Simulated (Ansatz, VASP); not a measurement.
Two plane-wave programs on Cr

```
CELL_PARAMETERS angstrom
-1.42486 1.42486 1.42486
1.42486 -1.42486 1.42486
1.42486 1.42486 -1.42486
ATOMIC_POSITIONS crystal
Cr 0.00000 0.00000 0.00000
```

Alike in both runs: task single point; functional PBE; k mesh 10 × 10 × 10; occupations gaussian, width 0.05 eV; collinear spin.

|  | VASP | Ansatz |
| --- | --- | --- |
| version | VASP 6.6.1 | Ansatz 0.2.0 |
| potentials or method | VASP PAW PBE potentials, release 64 (Cr_pv), cutoff 520 eV | scalar-relativistic, plane waves, PAW |
| valence electrons in the cell | 12 | 14 |

Ansatz gave:

* gap on the k mesh at the Fermi level (eV): none
* pressure (GPa): 0.0
* net moment per atom (μB): 0.00

Q: Which values does VASP return?

A: gap on the k mesh at the Fermi level (eV): none; pressure (GPa): -0.6; net moment per atom (μB): 0.00.

A gap of «none» marks a metal or a gap that the smearing closes. With one functional, cell and mesh, what is left measures potentials, basis and numerics. VASP's potentials hold 12 valence electrons a cell and Ansatz's 14, so a difference there can come from the potentials and not from the codes. Ansatz's warnings: seeded moment not kept.
